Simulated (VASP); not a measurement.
# ScAl3N4 (P1) in VASP: a series of runs

The runs below take ScAl3N4 through single point, with PBEsol.

All numbers are computed with VASP 6.6.1; they aren't measurements. Logs are shortened: lines on timing, memory, paths and dates and some standing lists are left out, and cuts for length are marked.

### Step 1. The cell of the first run

The typed cell holds 16 atoms: a = 5.588 Å, b = 5.886 Å, c = 6.518 Å, α = 106.07°, β = 89.97°, γ = 118.22°.

### Step 2. Single point, PBEsol

Input file INCAR:

```
SYSTEM = ScAl3N4
  PREC = Accurate
  ENCUT = 520
  EDIFF = 1E-6
  ISMEAR = 0
  SIGMA = 0.1
  LREAL = Auto
  LASPH = .True.
  NELM = 60
  ALGO = Normal
  ISIF = 2
  LWAVE = .False.
  LCHARG = .False.
  GGA = PS
  NBANDS = 54
```

Input file KPOINTS:

```
regular mesh
0
Gamma
  4 4 4
  0 0 0
```

Input file POSCAR:

```
ScAl3N4
1.0
    4.8402160677     -2.7930214582     -0.0064390186
   -3.2297310065     -0.0167399092     -4.9206269407
    3.2603362824      5.6441109082     -0.0010252935
Sc Al N
2 6 8
Direct
    0.3494311955      0.0362566695      0.0015185919
    0.9413321547      0.5257977733      0.1339265479
    0.8200771699     -0.0106758441      0.2548315545
    0.3350138524      0.0015327102      0.5071128322
    0.8404138176      0.0044632902      0.7424485050
    0.4071721017      0.4909702894      0.3864888381
    0.9177130507      0.4989344367      0.6245593848
    0.4200927843      0.5149122536      0.8657868106
    0.6000550706      0.5910268185      0.1514927197
    0.1547909961      0.6176715891      0.4273395962
    0.6492428046      0.6150547670      0.6492703471
    0.1481415361      0.6186761459      0.8847573924
    0.7507705048      0.1033979624      0.0258315898
    0.2009111363      0.0938628464      0.2937320614
    0.7162992362      0.1108655405      0.5271964437
    0.2205425885      0.1312527516      0.7597067847
```

Potentials or basis: VASP PAW PBE potentials, release 64 (Sc_sv, Al, N).

The run is started by

```console
$ cat potpaw_PBE.64/Sc_sv/POTCAR potpaw_PBE.64/Al/POTCAR potpaw_PBE.64/N/POTCAR > POTCAR
$ mpirun -np 1 vasp_std > vasp.out
```

OUTCAR:

```text
SYSTEM = ScAl3N4
   PREC = Accurate
   ENCUT = 520
   EDIFF = 1E-6
   ISMEAR = 0
   LREAL = Auto
   LASPH = .True.
   NELM = 60
   ISIF = 2
   GGA = PS

 ion  position               nearest neighbor table
   1  0.349  0.036  0.002-  16 2.05  12 2.06  13 2.08  14 2.08   6 3.00   8 3.03   2 3.10   2 3.15
                             8 3.16   4 3.17   5 3.21   7 3.22   3 3.27   5 3.27   3 3.32   4 3.36
   2  0.941  0.526  0.134-  12 2.04  10 2.05  13 2.08   9 2.11   4 3.00   3 3.01   1 3.10   1 3.15
                             6 3.20   5 3.21   8 3.21   3 3.23   7 3.24   7 3.28   6 3.36   8 3.36
   3  0.820  0.989  0.255-  13 1.91  14 1.91  15 1.92   9 1.97   2 3.01   8 3.07   7 3.09   6 3.11
                             6 3.11   5 3.16   4 3.19   2 3.23   1 3.27   4 3.28   1 3.32
   4  0.335  0.002  0.507-  16 1.86  10 1.89  14 1.90  15 1.90   2 3.00   6 3.04   7 3.08   7 3.08
                             8 3.09   6 3.11   5 3.17   1 3.17   3 3.19   5 3.21   3 3.28   1 3.36
   5  0.840  0.004  0.742-  16 1.88  11 1.92  13 1.92  15 1.93   7 3.05   8 3.06   7 3.10   6 3.10
                             8 3.10   3 3.16   4 3.17   4 3.21   2 3.21   1 3.21   1 3.27
   6  0.407  0.491  0.386-  10 1.87  11 1.92   9 1.94  14 1.96   1 3.00   4 3.04   8 3.09   5 3.10
                             4 3.11   3 3.11   3 3.11   7 3.16   2 3.20   7 3.22   2 3.36
   7  0.918  0.499  0.625-  12 1.87  10 1.88  11 1.91  15 1.91   5 3.05   4 3.08   4 3.08   3 3.09
                             5 3.10   6 3.16   8 3.17   1 3.22   8 3.22   6 3.22   2 3.24   2 3.28
   8  0.420  0.515  0.866-  12 1.88  16 1.89  11 1.93   9 1.95   1 3.03   5 3.06   3 3.07   6 3.09
                             4 3.09   5 3.10   1 3.16   7 3.17   2 3.21   7 3.22   2 3.36
   9  0.600  0.591  0.151-   6 1.94   8 1.95   3 1.97   2 2.11
  10  0.155  0.618  0.427-   6 1.87   7 1.88   4 1.89   2 2.05
  11  0.649  0.615  0.649-   7 1.91   6 1.92   5 1.92   8 1.93
  12  0.148  0.619  0.885-   7 1.87   8 1.88   2 2.04   1 2.06
  13  0.751  0.103  0.026-   3 1.91   5 1.92   2 2.08   1 2.08
  14  0.201  0.094  0.294-   4 1.90   3 1.91   6 1.96   1 2.08
  15  0.716  0.111  0.527-   4 1.90   7 1.91   3 1.92   5 1.93
  16  0.221  0.131  0.760-   4 1.86   5 1.88   8 1.89   1 2.05

  LATTYP: Found a triclinic cell.
 ALAT       =     5.8859164187
 B/A-ratio  =     0.9494298360
 C/A-ratio  =     1.1074081509
 COS(alpha) =     0.0004561651
 COS(beta)  =     0.2767999222
 COS(gamma) =     0.4728848721

  Lattice vectors:

 A1 = (   3.2297310065,   0.0167399092,   4.9206269407)
 A2 = (   4.8402160677,  -2.7930214582,  -0.0064390186)
 A3 = (   3.2603362824,   5.6441109082,  -0.0010252935)

Analysis of symmetry for initial positions (statically):
=====================================================================
 Subroutine PRICEL returns:
 Original cell was already a primitive cell.

 Routine SETGRP: Setting up the symmetry group for a
 triclinic supercell.

 Subroutine GETGRP returns: Found  1 space group operations
 (whereof  1 operations were pure point group operations)
 out of a pool of  2 trial point group operations.

The static configuration has the point symmetry C_1 .

Analysis of symmetry for dynamics (positions and initial velocities):
=====================================================================
 Subroutine PRICEL returns:
 Original cell was already a primitive cell.

 Routine SETGRP: Setting up the symmetry group for a
 triclinic supercell.

 Subroutine GETGRP returns: Found  1 space group operations
 (whereof  1 operations were pure point group operations)
 out of a pool of  2 trial point group operations.

The dynamic configuration has the point symmetry C_1 .

 Subroutine INISYM returns: Found  1 space group operations
 (whereof  1 operations are pure point group operations),
 and found     1 'primitive' translations

----------------------------------------------------------------------------------------

                                     Primitive cell

  volume of cell :     179.3597

  direct lattice vectors                    reciprocal lattice vectors
     4.840216068 -2.793021458 -0.006439019     0.154842905 -0.089463840 -0.101329225
    -3.229731006 -0.016739909 -4.920626941    -0.000218590  0.000089377 -0.203082965
     3.260336282  5.644110908 -0.001025293     0.076624273  0.132904382 -0.050745688

  length of vectors
     5.588264660  5.885916419  6.518111818     0.205542491  0.203083103  0.161585825

  position of ions in fractional coordinates (direct lattice)
     0.349431196  0.036256669  0.001518592
[... 44 lines left out ...]

  Cartesian coordinates                     Fractional coordinates (reciprocal lattice)
     0.038710726 -0.022365960 -0.025332306     0.250000000  0.000000000  0.000000000
    -0.000054647  0.000022344 -0.050770741    -0.000000000  0.250000000 -0.000000000
     0.019156068  0.033226096 -0.012686422     0.000000000  0.000000000  0.250000000

  Length of vectors
     0.051385623  0.050770776  0.040396456

  Shift w.r.t. Gamma in fractional coordinates (k-lattice)
     0.000000000  0.000000000  0.000000000

 Subroutine IBZKPT returns following result:
 ===========================================

 Found     36 irreducible k-points:

 Following reciprocal coordinates:
            Coordinates               Weight
  0.000000  0.000000  0.000000      1.000000
  0.250000  0.000000  0.000000      2.000000
  0.500000  0.000000  0.000000      1.000000
  0.000000  0.250000 -0.000000      2.000000
  0.250000  0.250000  0.000000      2.000000
  0.500000  0.250000  0.000000      2.000000
[... 16 lines left out ...]
  0.000000 -0.250000  0.250000      2.000000
  0.250000 -0.250000  0.250000      2.000000
 [... further k-points ...]
   k-points           NKPTS =     36   k-points in BZ     NKDIM =     36   number of bands    NBANDS=     54
   number of dos      NEDOS =    301   number of ions     NIONS =     16
   total plane-waves  NPLWV =  96768
   dimension x,y,z NGX =    42 NGY =   48 NGZ =   48
   dimension x,y,z NGXF=    84 NGYF=   96 NGZF=   96
   ions per type =               2   6   8
   NGX,Y,Z   is equivalent  to a cutoff of  12.49, 13.56, 12.24 a.u.
   NGXF,Y,Z  is equivalent  to a cutoff of  24.99, 27.11, 24.49 a.u.
 SYSTEM =  ScAl3N4
   PREC   = accura    normal or accurate (medium, high low for compatibility)
   ISTART =      0    job   : 0-new  1-cont  2-samecut
   ICHARG =      2    charge: 1-file 2-atom 10-const
   ISPIN  =      1    spin polarized calculation?
   LNONCOLLINEAR =      F non collinear calculations
   LSORBIT =      F    spin-orbit coupling
   LASPH  =      T    aspherical Exc in radial PAW
   ENCUT  =  520.0 eV  38.22 Ry    6.18 a.u.  10.39 10.94 12.12*2*pi/ulx,y,z
   NELM   =     60;   NELMIN=  2; NELMDL= -5     # of ELM steps
   EDIFF  = 0.1E-05   stopping-criterion for ELM
   LREAL  =      T    real-space projection
   EDIFFG = 0.1E-04   stopping-criterion for IOM
   NSW    =      0    number of steps for IOM
   IBRION =     -1    ionic relax: 0-MD 1-quasi-New 2-CG
   NFREE  =      0    steps in history (QN), initial steepest desc. (CG)
   ISIF   =      2    stress and relaxation
   ISYM   =      2    0-nonsym 1-usesym 2-fastsym
   POTIM  = 0.5000    time-step for ionic-motion
   TEBEG  =    0.0;   TEEND  =   0.0 temperature during run
   PSTRESS=    0.0 pullay stress
   NELECT =      80.0000    total number of electrons
   NUPDOWN=      -1.0000    fix difference up-down
   EMIN   =  10.00;   EMAX   =-10.00  energy-range for DOS
   EFERMI =   0.00;   METHOD = LEGACY
   ISMEAR =     0;   SIGMA  =   0.10  broadening in eV -4-tet -1-fermi 0-gaus
   EFERMI_NEDOS =   21; number of points for ismear=-14 and -15
   IALGO  =     38    algorithm
   IMIX   =      4    mixing-type and parameters
     AMIX     =   0.40;   BMIX     =  1.00
     AMIX_MAG =   1.60;   BMIX_MAG =  1.00
  volume/ion in A,a.u.               =      11.21        75.65
  Fermi-wavevector in a.u.,A,eV,Ry     =   1.250825  2.363716 21.287171  1.564563
  Thomas-Fermi vector in A             =   2.384801
   LORBIT       =      0    0 simple, 1 ext, 2 COOP (PROOUT), +10 PAW based schemes
   GGA     = PS    functional components
   LHFCALC =     F    Hartree Fock is set to
   AEXX    =    0.0000 exact exchange contribution
   IVDW    =     0    specifies the selected vdW correction
   LEPSILON=     F    determine dielectric tensor
   LRPA    =     F    only Hartree local field effects (RPA)
 non-spin polarized calculation
 Gauss-broadening in eV      SIGMA  =   0.10
  energy-cutoff  :      520.00
  volume of cell :      179.36
 maximum number of plane-waves:      4852
 NGX is ok and might be reduce to    42
   NGX = 21   NGY = 21   NGZ = 25

 number of electron      79.9999996 magnetization

 Free energy of the ion-electron system (eV)
  ---------------------------------------------------
  ext. energy  EPLUGINS =         0.00000000
  ---------------------------------------------------
  free energy    TOTEN  =      -130.54252549 eV

  energy without entropy =     -130.54252549  energy(sigma->0) =     -130.54252549

 E-fermi :   5.7205     XC(G=0): -11.0819

 val. band max:        5.2641741568   @ k =   0.0000   0.0000   0.0000
 cond. band min:       8.6447703540   @ k =   0.0000  -0.2500   0.2500
 fundamental gap:      3.3805961972
 Fermi energy:         5.7205278981

 k-point     1 :       0.0000    0.0000    0.0000
  band No.  band energies     occupation
      1     -41.5384      2.00000
      2     -41.4584      2.00000
      3     -20.6001      2.00000
      4     -20.4388      2.00000
      5     -20.4154      2.00000
      6     -20.3541      2.00000
[... 1309 lines left out ...]
     51      11.6951      0.00000
     52      11.9878      0.00000

 [... further k-points ...]

 [bands above 52 left out]

------------------------ aborting loop because EDIFF is reached ----------------------------------------

  FORCE on cell =-STRESS in cart. coord.  units (eV):
  Direction    XX          YY          ZZ          XY          YZ          ZX
  --------------------------------------------------------------------------------------
  -------------------------------------------------------------------------------------
  Total        0.2896679      0.2882343      0.1100641      0.0056979     -0.0057334     -0.0081706
  in kB        2.5875341      2.5747273      0.9831761      0.0508982     -0.0512148     -0.0729862
  external PRESSURE =       2.0484791 kB  Pullay stress =       0.0000000 kB

 VOLUME and BASIS-vectors are now :
 -----------------------------------------------------------------------------
  energy-cutoff  :      520.00
  volume of cell :      179.36
      direct lattice vectors                 reciprocal lattice vectors
     4.840216068 -2.793021458 -0.006439019     0.154842905 -0.089463840 -0.101329225
    -3.229731006 -0.016739909 -4.920626941    -0.000218590  0.000089377 -0.203082965
     3.260336282  5.644110908 -0.001025293     0.076624273  0.132904382 -0.050745688

 POSITION                                       TOTAL-FORCE (eV/Angst)
 -----------------------------------------------------------------------------------
      1.57917     -0.96800     -0.18066         0.011175      0.001211     -0.012145
      3.29471     -1.88207     -2.59345        -0.028687      0.006070      0.001179
      1.60494     -0.86876     -4.87364        -0.007834      0.000106     -0.011019
      3.26995      1.92647     -0.01022         0.008539     -0.001468      0.003023
      6.47400      1.84309     -0.02813        -0.001054      0.009117      0.008279
      1.64518      1.03593     -2.41890         0.012519     -0.002883      0.004370
[... 8 lines left out ...]
      4.82781      0.97306     -0.55068         0.003582      0.001833     -0.002678
      3.12046      3.66969     -0.64804        -0.040379     -0.028638     -0.005401
 -----------------------------------------------------------------------------------
    total drift:                               -0.004982     -0.001068     -0.003671

  FREE ENERGIE OF THE ION-ELECTRON SYSTEM (eV)
  ---------------------------------------------------
  free  energy   TOTEN  =      -130.5425254881 eV

  energy  without entropy=     -130.5425254881  energy(sigma->0) =     -130.54252549
```

Run time: 7.3 min. Hardware: 1 thread of Intel Xeon Platinum 8488C (Sapphire Rapids), shared host; peak memory 0.42 GiB.

What came out:

```
Free energy            : -130.5425 eV
Pressure               : 0.2 GPa
Largest force          : 0.069 eV/Å
Band gap on the k mesh : 3.38 eV (least direct gap 3.60 eV)
```

Forces on the atoms (eV/Å):
```
Sc   0.011  0.001 -0.012
Sc  -0.029  0.006  0.001
Al  -0.008  0.000 -0.011
Al   0.009 -0.001  0.003
Al  -0.001  0.009  0.008
Al   0.013 -0.003  0.004
Al  -0.018  0.006  0.003
Al   0.016 -0.015 -0.007
N   -0.053  0.022 -0.020
N    0.047  0.025 -0.018
N    0.002  0.007  0.001
N   -0.001 -0.052  0.030
N    0.048 -0.030  0.039
N    0.001  0.052 -0.015
N    0.004  0.002 -0.003
N   -0.040 -0.029 -0.005
```

Caveat: the PAW data sets were made with another functional, which shifts forces and pressure a little.

### Step 3. Single point, PBEsol

This run uses another cell than the first one, of 11.37 Å³/atom.

Input file INCAR:

```
SYSTEM = ScAl3N4
PREC = Accurate
ENCUT = 520
EDIFF = 1E-6
ISMEAR = 0
SIGMA = 0.1
LREAL = Auto
LASPH = .TRUE.
NELM = 80
ALGO = Normal
ISIF = 2
LWAVE = .FALSE.
LCHARG = .FALSE.
GGA = PS
NBANDS = 54
```

Input file KPOINTS:

```
regular mesh
0
G
  4 4 4
  0 0 0
```

Input file POSCAR:

```
ScAl3N4
1.0
    4.8322500000     -2.7899008383      0.0000000000
   -3.2215000000      0.0000000000     -5.0615000000
    3.2215000000      5.5798016766      0.0000000000
Sc Al N
2 6 8
Direct
    0.3333333300      0.0000000000      0.0000000000
    0.9166666700      0.5000000000      0.1250000000
    0.8333333300      0.0000000000      0.2500000000
    0.3333333300      0.0000000000      0.5000000000
    0.8333333300      0.0000000000      0.7500000000
    0.4166666700      0.5000000000      0.3750000000
    0.9166666700      0.5000000000      0.6250000000
    0.4166666700      0.5000000000      0.8750000000
    0.6423333300      0.6180000000      0.1545000000
    0.1423333300      0.6180000000      0.4045000000
    0.6423333300      0.6180000000      0.6545000000
    0.1423333300      0.6180000000      0.9045000000
    0.7256666700      0.1180000000      0.0295000000
    0.2256666700      0.1180000000      0.2795000000
    0.7256666700      0.1180000000      0.5295000000
    0.2256666700      0.1180000000      0.7795000000
```

Potentials or basis: VASP PAW PBE potentials, release 64 (Sc_sv, Al, N).

The run is started by

```console
$ cat potpaw_PBE.64/Sc_sv/POTCAR potpaw_PBE.64/Al/POTCAR potpaw_PBE.64/N/POTCAR > POTCAR
$ mpirun -np 1 vasp_std > vasp.out
```

Wall time 8.2 min (1 thread of Intel Xeon Platinum 8488C (Sapphire Rapids), shared host); peak memory 0.42 GiB.

The run converged. Its results:

```
Free energy            : -129.0432 eV
Pressure               : 2.2 GPa
Largest force          : 3.696 eV/Å
Band gap on the k mesh : 3.87 eV (least direct gap 3.91 eV)
```

Forces on the atoms (eV/Å):
```
Sc  -0.034 -0.242 -0.575
Sc   0.245 -0.141 -0.672
Al   0.048  0.146 -0.174
Al  -0.007  0.175 -0.196
Al   0.021 -0.181 -0.197
Al  -0.055  0.311 -0.224
Al   0.142 -0.113 -0.112
Al  -0.275 -0.108 -0.147
N   -2.575  1.529 -0.559
N    2.494  1.459 -0.714
N    0.139 -0.117  0.152
N   -0.067 -2.758  2.268
N    2.545 -1.422  2.271
N    0.003  2.916 -0.573
N   -0.160  0.025  0.166
N   -2.464 -1.480 -0.715
```

Stress tensor (GPa, compression positive):
```
 1.26 -0.05 -0.09
-0.05  1.23  0.18
-0.09  0.18  4.08
```

Levels at points of the mesh, in eV from the valence-band top:
| k point | band 37 | band 38 | band 39 | band 40 | band 41 | band 42 | band 43 | band 44 |
| --- | --- | --- | --- | --- | --- | --- | --- | --- |
| (0.00, 0.00, 0.00) | -0.41 | -0.34 | -0.27 | -0.04 | 3.87 | 4.75 | 5.03 | 5.17 |
| (0.50, 0.00, 0.00) | -0.49 | -0.25 | -0.20 | -0.15 | 4.64 | 4.85 | 5.14 | 5.18 |
| (0.50, 0.50, 0.00) | -0.44 | -0.33 | -0.13 | -0.02 | 4.56 | 4.77 | 4.98 | 5.16 |
| (0.00, 0.50, 0.00) | -0.52 | -0.44 | -0.26 | -0.10 | 4.60 | 4.78 | 5.20 | 5.28 |
| (0.00, 0.00, 0.50) | -0.27 | -0.23 | -0.14 | 0.00 | 5.01 | 5.23 | 5.37 | 5.52 |
| (0.50, 0.00, 0.50) | -0.43 | -0.32 | -0.21 | -0.11 | 4.79 | 5.08 | 5.28 | 5.45 |
| (0.50, 0.50, 0.50) | -0.39 | -0.30 | -0.17 | -0.14 | 4.83 | 4.92 | 5.18 | 5.47 |
| (0.00, 0.50, 0.50) | -0.49 | -0.41 | -0.38 | -0.29 | 4.62 | 4.80 | 5.48 | 5.64 |

Caveat: the PAW data sets were made with another functional, which shifts forces and pressure a little. A k mesh can miss the band edges.
